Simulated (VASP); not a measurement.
Set up this calculation in VASP 6.6.1, as the native input.

| Item | Value |
| --- | --- |
| Task | single point |
| Functional | PBE |
| Potentials or basis | VASP PAW PBE potentials, release 64 (Ba_sv, Ti_sv, O) |
| Cutoff | 520 eV |
| k mesh | 8 × 8 × 8 |
| Occupations | gaussian, width 0.02 eV |
| Spin | no spin polarisation |
| Hubbard terms | Ti d U = 4.0 eV |
| Dipole correction | no |
| Further INCAR settings | ALGO = Normal; EDIFF = 1e-07; NBANDS = 28 |

The structure of BaTiO3 lies in POSCAR:

```
BaTiO3
1.0
    3.9923507831      0.0000000000      0.0000000000
    0.0000000000      3.9923507831      0.0000000000
    0.0000000000      0.0000000000      4.0215958715
Ba Ti O
1 1 3
Direct
    0.5000000000      0.5000000000      0.5775614125
    0.0000000000      0.0000000000      0.0863787048
    0.0000000000      0.5000000000      0.0672452815
    0.5000000000      0.0000000000      0.0672452815
    0.0000000000      0.0000000000      0.5615663097
```

One way to write it, as run:

INCAR

```
PREC = Accurate
ENCUT = 520
EDIFF = 1E-7
ISMEAR = 0
SIGMA = 0.02
LREAL = F
LASPH = T
NELM = 150
ALGO = Normal
ISIF = 2
LWAVE = F
LCHARG = F
LMAXMIX = 4
LDAU = T
LDAUTYPE = 2
LDAUL = -1 2 -1
LDAUU = 0 4 0
LDAUJ = 0 0 0
LDAUPRINT = 1
GGA = PE
NBANDS = 28
```

KPOINTS

```
regular mesh
0
Gamma
  8 8 8
```

Potentials or basis: VASP PAW PBE potentials, release 64 (Ba_sv, Ti_sv, O).

Launch:

```console
$ cat potpaw_PBE.64/Ba_sv/POTCAR potpaw_PBE.64/Ti_sv/POTCAR potpaw_PBE.64/O/POTCAR > POTCAR
$ mpirun -np 1 vasp_std > vasp.out
```

Results of the run:

```json
{
 "Pressure": "7.8 GPa",
 "Largest force": "0.319 eV/Å",
 "Band gap on the k mesh": "2.24 eV (least direct gap 2.52 eV)"
}
```

Caveat: the cell stands under pressure; spin-orbit coupling is left out, which moves the levels of the heavy elements.

It took 3.9 min on 1 thread of Intel Xeon 8259CL, on a shared host, peak memory 0.27 GiB.
